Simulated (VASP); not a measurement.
Here is a VASP 6.6.1 calculation.

Contents of INCAR:

```
SYSTEM = Zn2SiN3
PREC = Accurate ; ENCUT = 520
EDIFF = 1E-6 ; ISMEAR = 0
SIGMA = 0.1 ; LREAL = .FALSE.
LASPH = .TRUE. ; NELM = 150
ALGO = Normal ; ISIF = 2
LWAVE = .FALSE. ; LCHARG = .FALSE.
ISPIN = 2 ; MAGMOM = 0 0 0 1 1 1
LORBIT = 11 ; GGA = PE
NBANDS = 34
```

The input KPOINTS:

```
regular mesh
0
G
  6 6 4
  0 0 0
```

Contents of POSCAR:

```
Zn2SiN3
1.0
    4.2850426330     -0.0000000027      0.0000000000
   -2.1425213142      3.7109557778      0.0000000000
    0.0000000000      0.0000000000      5.1370039356
Zn Si N
2 1 3
Direct
    0.0000000000      0.0000000000      0.2579268776
    0.0000000000      0.0000000000      0.7420731224
    0.6666666667      0.3333333333      0.5000000000
    0.6666666667      0.3333333333      0.8861181694
    0.6666666667      0.3333333333      0.1138818306
    0.3333333333      0.6666666667      0.0000000000
```

Potentials or basis: VASP PAW PBE potentials, release 64 (Zn, Si, N).

Command:

```bash
$ cat potpaw_PBE.64/Zn/POTCAR potpaw_PBE.64/Si/POTCAR potpaw_PBE.64/N/POTCAR > POTCAR
$ mpirun -np 1 vasp_std > vasp.out
```

**Question.** Predict the largest force.

**Answer.** 0.595 eV/Å.

**Question.** Predict the pressure.

**Answer.** 0.4 GPa.

Forces in eV/Å, atoms in the order of the input:
```
Zn   0.000  0.000 -0.003
Zn   0.000  0.000  0.003
Si   0.000  0.000  0.000
N    0.000  0.000 -0.595
N    0.000  0.000  0.595
N    0.000  0.000  0.000
```

Caveat: the standard files for N, O and F lose accuracy on very short bonds.
